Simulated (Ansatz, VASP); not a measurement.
One calculation of Br, two programs

Contents of INCAR:

```
SYSTEM = Br
ALGO = Normal
EDIFF = 1E-6
ENCUT = 520
GGA = PE
ISIF = 2
ISMEAR = 0
LASPH = .True.
LCHARG = .True.
LELF = .True.
LREAL = .False.
LVHAR = .True.
LWAVE = .False.
NBANDS = 22
NELM = 60
PREC = Accurate
SIGMA = 0.02
```

File KPOINTS:

```
k-points
0
Gamma
  8 8 4
  0 0 0
```

POSCAR

```
Br
1.0
    3.2509246500     -2.2410976000     -0.0607970500
    3.2509246500      2.2410976000     -0.0607970500
   -0.1589656000      0.0000000000      8.4251768000
Br
4
Direct
    0.1400347367      0.8320344745      0.0852501479
    0.6679655255      0.3599652633      0.4147498521
    0.8599652633      0.1679655255      0.9147498521
    0.3320344745      0.6400347367      0.5852501479
```

Input for Ansatz:

```yaml
crystal:
  lattice:
    - [3.25092465, -2.2410976, -0.06079705]
    - [3.25092465, 2.2410976, -0.06079705]
    - [-0.1589656, 0.0, 8.4251768]
  atoms:
    - { symbol: Br, position: [0.1400347367, 0.8320344745, 0.0852501479] }
    - { symbol: Br, position: [0.6679655255, 0.3599652633, 0.4147498521] }
    - { symbol: Br, position: [0.8599652633, 0.1679655255, 0.9147498521] }
    - { symbol: Br, position: [0.3320344745, 0.6400347367, 0.5852501479] }
basis:
  ecutwfc: 420
kpoints:
  mp_grid: { grid: [8, 8, 4] }
hamiltonian:
  xc: pbe
scf:
  occupations: { method: gaussian, width: 0.02 }
output:
  forces: true
  stress: true
  eigenvalues: true
```

Alike in both runs: task single point; functional PBE; k mesh 8 × 8 × 4; occupations gaussian, width 0.02 eV; no spin polarisation.

```csv
,VASP,Ansatz
version,VASP 6.6.1,Ansatz 0.2.0
potentials or method,"VASP PAW PBE potentials, release 64 (Br), cutoff 520 eV","scalar-relativistic, plane waves, PAW"
valence electrons in the cell,28,28
```

```tsv
	VASP	Ansatz	Ansatz less VASP
gap on the k mesh at the Fermi level (eV)	2.54	2.54	+0.001
least direct gap on the mesh (eV)	3.08	3.08	+0.001
pressure (GPa)	17.7	17.5	-0.13
traceless stress, the component that is largest in VASP (GPa)	-14.57	-14.44	+0.129
rms of the force components (eV/Å)	5.030	4.984	-0.0454
```

Atom by atom the forces differ by 0.046 eV/Å (rms over components).
